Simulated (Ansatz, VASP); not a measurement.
## One calculation of Hf5H2, two programs

```
Hf H
1.0
    -3.51000    3.51000    2.21000
     3.51000   -3.51000    2.21000
     3.51000    3.51000   -2.21000
Hf H
5 2
Direct
  0.60000 0.20000 0.80000
  0.20000 0.40000 0.60000
  0.80000 0.60000 0.40000
  0.40000 0.80000 0.20000
  0.00000 0.00000 0.00000
  0.25000 0.75000 0.50000
  0.75000 0.25000 0.50000
```

Alike in both runs: task relaxation of cell and atoms; functional PBE; k mesh 4 × 4 × 4; occupations gaussian, width 0.2 eV; no spin polarisation.

|  | VASP | Ansatz |
| --- | --- | --- |
| version | VASP 6.6.1 | Ansatz 0.2.0 |
| potentials or method | VASP PAW PBE potentials, release 64 (Hf_pv, H), cutoff 600 eV | scalar-relativistic, plane waves, PAW |
| valence electrons in the cell | 52 | 132 |

VASP gave:

- gap on the k mesh at the Fermi level, each at its own relaxed structure (eV): none
- relaxed volume (Å³/atom): 16.87
- relaxed length of the cell vector where the two differ most in proportion (Å): 5.588

Question: Which values does Ansatz return?

Answer: gap on the k mesh at the Fermi level, each at its own relaxed structure (eV): none; relaxed volume (Å³/atom): 16.98; relaxed length of the cell vector where the two differ most in proportion (Å): 5.610.

A gap of «none» marks a metal or a gap that the smearing closes. VASP's potentials hold 52 valence electrons a cell and Ansatz's 132, so a difference there can come from the potentials and not from the codes.

The k mesh is coarse, so the values compare programs but aren't converged. Neither program's run includes spin-orbit coupling.
